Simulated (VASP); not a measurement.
Set up this calculation in VASP 6.6.1, as the native input.

* Task: single point
* Functional: PBE
* Potentials or basis: VASP PAW PBE potentials, release 64 (Rb_sv, F, Sb)
* Cutoff: 520 eV
* k mesh: 5 × 5 × 6
* Occupations: fermi-dirac, width 0.0677 eV
* Spin: no spin polarisation
* Dipole correction: no
* Further INCAR settings: ALGO = Normal; EDIFF = 1e-06; NBANDS = 42

The structure of Rb2SbF6 lies in POSCAR:

```
Rb2SbF6
1.0
    6.2840657602     -0.0000003094      0.0000000000
   -3.1420326121      5.4421607421      0.0000000000
    0.0000000000      0.0000000000      4.9966238939
Rb F Sb
2 6 1
Direct
    0.3333333333      0.6666666667      0.7007360822
    0.6666666667      0.3333333333      0.2992639178
    0.1595674326      0.8404325674      0.2242618345
    0.1595674326      0.3191348652      0.2242618345
    0.6808651348      0.8404325674      0.2242618345
    0.8404325674      0.1595674326      0.7757381655
    0.3191348652      0.1595674326      0.7757381655
    0.8404325674      0.6808651348      0.7757381655
    0.0000000000      0.0000000000      0.0000000000
```

One way to write it, as run:

INCAR

```
PREC = Accurate ; ENCUT = 520
EDIFF = 1E-6 ; ISMEAR = -1
SIGMA = 0.0677 ; LREAL = False
LASPH = True ; NELM = 80
ALGO = Normal ; ISIF = 2
LWAVE = False ; LCHARG = True
GGA = PE ; LELF = True
LVHAR = True ; NBANDS = 42
```

KPOINTS

```
Automatic mesh
0
Gamma
  5 5 6
```

Potentials or basis: VASP PAW PBE potentials, release 64 (Rb_sv, F, Sb).

The run is started by

```console
$ cat potpaw_PBE.64/Rb_sv/POTCAR potpaw_PBE.64/F/POTCAR potpaw_PBE.64/Sb/POTCAR > POTCAR
$ mpirun -np 1 vasp_std > vasp.out
```

Results of the run:

```yaml
Pressure: -0.5 GPa
Largest_force: 0.069 eV/Å
```

Caveat: an odd number of electrons without spin polarisation forces a metal; a magnetic or distorted state may lie lower.

It took 7.5 min on 1 thread of AMD EPYC 7R13, with other jobs on the host, peak memory 0.35 GiB.
